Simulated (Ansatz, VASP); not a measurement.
# AlNi in VASP and in Ansatz

INCAR

```
PREC     = Accurate       # precision mode
ENCUT    = 520            # plane-wave cutoff, eV
EDIFF    = 1E-6           # SCF threshold, eV
ISMEAR   = 0              # smearing method
SIGMA    = 0.15           # smearing width, eV
LREAL    = F              # projectors in reciprocal space
LASPH    = T              # aspherical terms in the spheres
NELM     = 60             # most SCF steps
ALGO     = Fast           # electronic algorithm
ISIF     = 2              # what is computed and relaxed
LWAVE    = F              # write WAVECAR
LCHARG   = F              # write CHGCAR
GGA      = PS             # functional
NBANDS   = 14             # bands
```

The input KPOINTS:

```
regular mesh
0
Gamma
  20 20 20
```

POSCAR

```
AlNi
1.0
    1.9606882445     -1.9607092947      0.0000000000
    1.9606882445      1.9607092947      0.0000000000
    0.0000000000      0.0000000000      2.8263676787
Al Ni
1 1
Direct
    0.0000000000      0.0000000000      0.0000000000
    0.5000000000      0.5000000000      0.5000000000
```

Input for Ansatz:

```yaml
crystal:
  lattice:
    - [1.9606882445, -1.9607092947, 0.0]
    - [1.9606882445, 1.9607092947, 0.0]
    - [0.0, 0.0, 2.8263676787]
  atoms:
    - { symbol: Al, position: [0.0, 0.0, 0.0] }
    - { symbol: Ni, position: [0.5, 0.5, 0.5] }
basis:
  ecutwfc: 420
kpoints:
  mp_grid: { grid: [20, 20, 20] }
hamiltonian:
  xc: pbesol
scf:
  occupations: { method: gaussian, width: 0.15 }
output:
  forces: true
  stress: true
  eigenvalues: true
  write_density: true
  write_potential: true
  elf: true
  volumetric_format: npy
```

Change from the starting cell: strain -0.030 along x and y, -0.015 along z, atoms carried along.

Alike in both runs: task single point; functional PBEsol; k mesh 20 × 20 × 20; occupations gaussian, width 0.15 eV; no spin polarisation.

```csv
,VASP,Ansatz
version,VASP 6.6.1,Ansatz 0.2.0
potentials or method,"VASP PAW PBE potentials, release 64 (Al, Ni), cutoff 520 eV","scalar-relativistic, plane waves, PAW"
valence electrons in the cell,13,21
```

Ansatz gave:

```
gap on the k mesh at the Fermi level (eV)                     : none
pressure (GPa)                                                : 15.5
traceless stress, the component that is largest in VASP (GPa) : -1.16
```

Estimate VASP's values.

gap on the k mesh at the Fermi level (eV): none; pressure (GPa): 15.8; traceless stress, the component that is largest in VASP (GPa): -1.18.

VASP's potentials were made for PBE, not for PBEsol. A gap of «none» marks a metal or a gap that the smearing closes. VASP's potentials hold 13 valence electrons a cell and Ansatz's 21, so a difference there can come from the potentials and not from the codes. Ansatz's warnings: near symmetry operations not taken.
